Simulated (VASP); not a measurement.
Input of a VASP 6.6.1 run:

INCAR

```
SYSTEM = Si3C
PREC     = Accurate       ! precision mode
ENCUT    = 600            ! plane-wave cutoff, eV
EDIFF    = 1E-6           ! SCF threshold, eV
ISMEAR   = 0              ! smearing method
SIGMA    = 0.1            ! smearing width, eV
LREAL    = .FALSE.        ! projectors in reciprocal space
LASPH    = .TRUE.         ! aspherical terms in the spheres
NELM     = 80             ! most SCF steps
ALGO     = Normal         ! electronic algorithm
ISIF     = 3              ! what is computed and relaxed
LWAVE    = .FALSE.        ! write WAVECAR
LCHARG   = .FALSE.        ! write CHGCAR
GGA      = PE             ! functional
IBRION   = 2              ! ionic algorithm
NSW      = 90             ! ionic steps
EDIFFG   = -0.04          ! ionic threshold
```

File KPOINTS:

```
Automatic mesh
0
G
  6 6 2
  0 0 0
```

POSCAR

```
Si3C
1.0
    2.7723150700      0.0000000000      0.0000000000
   -1.3861575400      2.4008952800      0.0000000000
    0.0000000000      0.0000000000      8.7743206900
Si C
3 1
Direct
    0.3333333300      0.6666666700      0.7500000000
    0.3333333300      0.6666666700      0.2500000000
    0.6666666700      0.3333333300      0.0000000000
    0.6666666700      0.3333333300      0.5000000000
```

Potentials or basis: VASP PAW PBE potentials, release 64 (Si, C).

The run is started by

```sh
$ cat potpaw_PBE.64/Si/POTCAR potpaw_PBE.64/C/POTCAR > POTCAR
$ mpirun -np 1 vasp_std > vasp.out
```

Estimate the relaxed volume.

12.95 Å³/atom.

What does it give for the band gap on the k mesh?

Zero (band 8 reaches 13.12 eV, above the bottom of band 9 at 6.88 eV).

Final structure:
```
Si C
1.0
     2.79893    0.00000    0.00000
    -1.39946    2.42394    0.00000
     0.00000    0.00000    7.63378
Si C
3 1
Direct
  0.33333 0.66667 0.65812
  0.33333 0.66667 0.34188
  0.66667 0.33333 0.00000
  0.66667 0.33333 0.50000
```

Caveat: the k points lie up to 0.43 Å⁻¹ apart in the final cell.
